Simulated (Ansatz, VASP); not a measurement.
**NbP: VASP beside Ansatz**

The input INCAR:

```
SYSTEM = NbP
ALGO = Normal
EDIFF = 1E-6
ENCUT = 520
GGA = PE
ISIF = 2
ISMEAR = 0
LASPH = .TRUE.
LCHARG = .FALSE.
LREAL = .FALSE.
LWAVE = .FALSE.
NBANDS = 26
NELM = 80
PREC = Accurate
SIGMA = 0.15
```

File KPOINTS:

```
k-points
0
G
  20 20 20
  0 0 0
```

Contents of POSCAR:

```
NbP
1.0
   -1.6065824859      1.6065824859      5.9425415200
    1.6065824859     -1.6065824859      5.9425415200
    1.6065824859      1.6065824859     -5.9425415200
Nb P
2 2
Direct
    0.7500346828      0.7500346828      0.0000000000
    0.5000346828      0.0000346828      0.5000000000
    0.3325938922      0.3325938922      0.0000000000
    0.0825938922      0.5825938922      0.5000000000
```

Input for Ansatz:

```yaml
crystal:
  lattice:
    - [-1.6065824859, 1.6065824859, 5.94254152]
    - [1.6065824859, -1.6065824859, 5.94254152]
    - [1.6065824859, 1.6065824859, -5.94254152]
  atoms:
    - { symbol: Nb, position: [0.7500346828, 0.7500346828, 0.0] }
    - { symbol: Nb, position: [0.5000346828, 3.46828e-05, 0.5] }
    - { symbol: P, position: [0.3325938922, 0.3325938922, 0.0] }
    - { symbol: P, position: [0.0825938922, 0.5825938922, 0.5] }
basis:
  ecutwfc: 420
kpoints:
  mp_grid: { grid: [20, 20, 20] }
hamiltonian:
  xc: pbe
scf:
  occupations: { method: gaussian, width: 0.15 }
output:
  forces: true
  stress: true
  eigenvalues: true
```

Change from the starting cell: strain -0.040 along x and y, +0.040 along z, atoms carried along.

Alike in both runs: task single point; functional PBE; k mesh 20 × 20 × 20; occupations gaussian, width 0.15 eV; no spin polarisation.

|  | VASP | Ansatz |
| --- | --- | --- |
| version | VASP 6.6.1 | Ansatz 0.2.0 |
| potentials or method | VASP PAW PBE potentials, release 64 (Nb_sv, P), cutoff 520 eV | scalar-relativistic, plane waves, PAW |
| valence electrons in the cell | 36 | 36 |

Ansatz gave:

```
gap on the k mesh at the Fermi level (eV)                     : none
pressure (GPa)                                                : 11.2
traceless stress, the component that is largest in VASP (GPa) : -12.25
rms of the force components (eV/Å)                            : 0.371
```

**Question.** Estimate VASP's values.

**Answer.** gap on the k mesh at the Fermi level (eV): none; pressure (GPa): 10.8; traceless stress, the component that is largest in VASP (GPa): -12.21; rms of the force components (eV/Å): 0.370.

Atom by atom the forces differ by 0.002 eV/Å (rms over components). A gap of «none» marks a metal or a gap that the smearing closes. With one functional, cell and mesh, what is left measures potentials, basis and numerics.
